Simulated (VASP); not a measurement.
A run of VASP 6.6.1 is set up as follows.

Contents of INCAR:

```
ALGO = Normal
EDIFF = 1E-6
ENCUT = 500
GGA_COMPAT = False
ISIF = 2
ISMEAR = -1
LASPH = True
LCHARG = False
LREAL = False
LWAVE = False
NBANDS = 18
NELM = 120
PREC = Accurate
SIGMA = 0.15
```

The input KPOINTS:

```
k-points
0
Gamma
  6 6 6
```

Contents of POSCAR:

```
Br
1.0
    4.5037842769      0.0000000000      0.0000000000
    0.0000000000      4.5037842769      0.0000000000
    0.0000000000      0.0000000000      4.5037842769
Br
3
Direct
    0.5000000000      0.0000000000      0.0000000000
    0.0000000000      0.5000000000      0.0000000000
    0.0000000000      0.0000000000      0.5000000000
```

Potentials or basis: VASP PAW LDA potentials, release 64 (Br).

Command:

```bash
$ cat potpaw_LDA.64/Br/POTCAR > POTCAR
$ mpirun -np 1 vasp_std > vasp.out
```

(1) Estimate the band gap on the k mesh.

(2) What does it give for the pressure?

Results:

(1) zero (an odd number of electrons rules out a gap without spin polarisation).

(2) -2.4 GPa.

Caveat: an odd number of electrons without spin polarisation forces a metal; a magnetic or distorted state may lie lower.
